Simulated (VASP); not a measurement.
A run of VASP 6.6.1:

The input INCAR:

```
SYSTEM = Fe3Ge
ALGO = Fast ; EDIFF = 1E-7
ENCUT = 520 ; GGA = PS
ISIF = 2 ; ISMEAR = -1
ISPIN = 2 ; LASPH = .TRUE.
LCHARG = .TRUE. ; LELF = .TRUE.
LMAXMIX = 4 ; LORBIT = 11
LREAL = .FALSE. ; LVHAR = .TRUE.
LWAVE = .FALSE. ; MAGMOM = 0 3 3 3
NBANDS = 31 ; NELM = 150
PREC = Accurate ; SIGMA = 0.05
```

File KPOINTS:

```
k-points
0
G
  8 8 8
  0 0 0
```

Contents of POSCAR:

```
Fe3Ge
1.0
    0.0000000000      2.8168835416      2.8168835416
    2.8168835416      0.0000000000      2.8168835416
    2.8168835416      2.8168835416      0.0000000000
Ge Fe
1 3
Direct
    0.0000000000      0.0000000000      0.0000000000
    0.7500000000      0.7500000000      0.7500000000
    0.2500000000      0.2500000000      0.2500000000
    0.5000000000      0.5000000000      0.5000000000
```

Potentials or basis: VASP PAW PBE potentials, release 64 (Ge_d, Fe).

The run is started by

```bash
$ cat potpaw_PBE.64/Ge_d/POTCAR potpaw_PBE.64/Fe/POTCAR > POTCAR
$ mpirun -np 1 vasp_std > vasp.out
```

Hardware: 1 thread of AMD EPYC 7R13 Processor (Zen 3) (shared host).

**Question.** Estimate the wall time of this run.

**Answer.** It took 2.2 min on 1 thread of AMD EPYC 7R13 Processor (Zen 3), with other jobs on the host, peak memory 0.19 GiB. Counts: scf iterations 18, k points 29.
